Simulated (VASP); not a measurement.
Here is a VASP 6.6.1 calculation.

INCAR

```
PREC = Accurate
ENCUT = 600
EDIFF = 1E-6
ISMEAR = 0
SIGMA = 0.01
LREAL = False
LASPH = True
NELM = 120
ALGO = Normal
ISIF = 2
LWAVE = False
LCHARG = False
GGA = PE
NBANDS = 16
GGA_COMPAT = False
```

The input KPOINTS:

```
Automatic mesh
0
Gamma
  6 6 6
```

File POSCAR:

```
GaN
1.0
    0.0000000000      2.2491150748      2.2491150748
    2.2491150748      0.0000000000      2.2491150748
    2.2491150748      2.2491150748      0.0000000000
Ga N
1 1
Direct
    0.0000000000      0.0000000000      0.0000000000
    0.7500000000      0.7500000000      0.7500000000
```

Potentials or basis: VASP PAW PBE potentials, release 64 (Ga_d, N).

Command:

```console
$ cat potpaw_PBE.64/Ga_d/POTCAR potpaw_PBE.64/N/POTCAR > POTCAR
$ mpirun -np 1 vasp_std > vasp.out
```

Question: Estimate the pressure.

Answer: 6.0 GPa.

Question: Estimate the band gap on the k mesh.

Answer: 1.76 eV, direct.

As with any semilocal functional, this PBE gap is likely too small.
